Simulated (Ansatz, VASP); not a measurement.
**TiMoSe4 in VASP and in Ansatz**

Contents of INCAR:

```
ALGO = Normal
EDIFF = 1E-6
EDIFFG = -0.08
ENCUT = 600
GGA = PE
IBRION = 2
ISIF = 3
ISMEAR = 0
ISPIN = 2
LASPH = True
LCHARG = False
LMAXMIX = 4
LORBIT = 11
LREAL = False
LWAVE = False
MAGMOM = 1 1 0 0 0 0
NELM = 150
NSW = 36
PREC = Accurate
SIGMA = 0.15
```

File KPOINTS:

```
k-points
0
Gamma
  3 3 2
```

Contents of POSCAR:

```
TiMoSe4
1.0
    4.3672871500      0.0000000000      0.0000000000
    0.0000000000      4.3672871500      0.0000000000
    0.0000000000      0.0000000000      7.2642624900
Ti Mo Se
1 1 4
Direct
    0.5000000000      0.5000000000      0.5000000000
    0.0000000000      0.0000000000      0.0000000000
    0.5000000000      0.0000000000      0.6975501200
    0.0000000000      0.5000000000      0.3024498800
    0.5000000000      0.0000000000      0.3024498800
    0.0000000000      0.5000000000      0.6975501200
```

Input for Ansatz:

```yaml
crystal:
  lattice:
    - [4.36728715, 0.0, 0.0]
    - [0.0, 4.36728715, 0.0]
    - [0.0, 0.0, 7.26426249]
  atoms:
    - { symbol: Ti, position: [0.5, 0.5, 0.5], spin: 1.0 }
    - { symbol: Mo, position: [0.0, 0.0, 0.0], spin: 1.0 }
    - { symbol: Se, position: [0.5, 0.0, 0.69755012] }
    - { symbol: Se, position: [0.0, 0.5, 0.30244988] }
    - { symbol: Se, position: [0.5, 0.0, 0.30244988] }
    - { symbol: Se, position: [0.0, 0.5, 0.69755012] }
basis:
  ecutwfc: 420
kpoints:
  mp_grid: { grid: [3, 3, 2] }
hamiltonian:
  xc: pbe
scf:
  occupations: { method: gaussian, width: 0.15 }
  lower_state_search: "off"
output:
  forces: true
  stress: true
  eigenvalues: true
  populations: true
magnetization:
  spin_polarized: true
relax:
  adjacent_minimum: "off"
  f_tol: 0.08
  max_steps: 16
  cell: { stress_tol: 0.8 }
```

Change from the starting cell: species swapped into the TlBiF4 type (P4/mmm, No. 123).

Alike in both runs: task relaxation of cell and atoms; functional PBE; k mesh 3 × 3 × 2; occupations gaussian, width 0.15 eV; collinear spin.

|  | VASP | Ansatz |
| --- | --- | --- |
| version | VASP 6.6.1 | Ansatz 0.2.0 |
| potentials or method | VASP PAW PBE potentials, release 64 (Ti_sv, Mo_sv, Se), cutoff 600 eV | scalar-relativistic, plane waves, PAW |
| valence electrons in the cell | 50 | 90 |

|  | VASP | Ansatz | Ansatz less VASP |
| --- | --- | --- | --- |
| gap on the k mesh at the Fermi level, each at its own relaxed structure (eV) | none | none | - |
| net moment per atom (μB) | 0.44 | 0.44 | +0.006 |
| size of the moment on the site where the two differ most (μB) | 1.84 | 1.66 | -0.181 |
| relaxed volume (Å³/atom) | 21.03 | 21.00 | -0.030 |
| relaxed cell length with the largest relative difference (Å) | 6.308 | 6.283 | -0.0243 |

Site moments also hang on the region over which each program counts them. A gap of «none» marks a metal or a gap that the smearing closes. VASP's potentials hold 50 valence electrons a cell and Ansatz's 90, so a difference there can come from the potentials and not from the codes.

The k mesh is coarse, so the values compare programs but aren't converged.
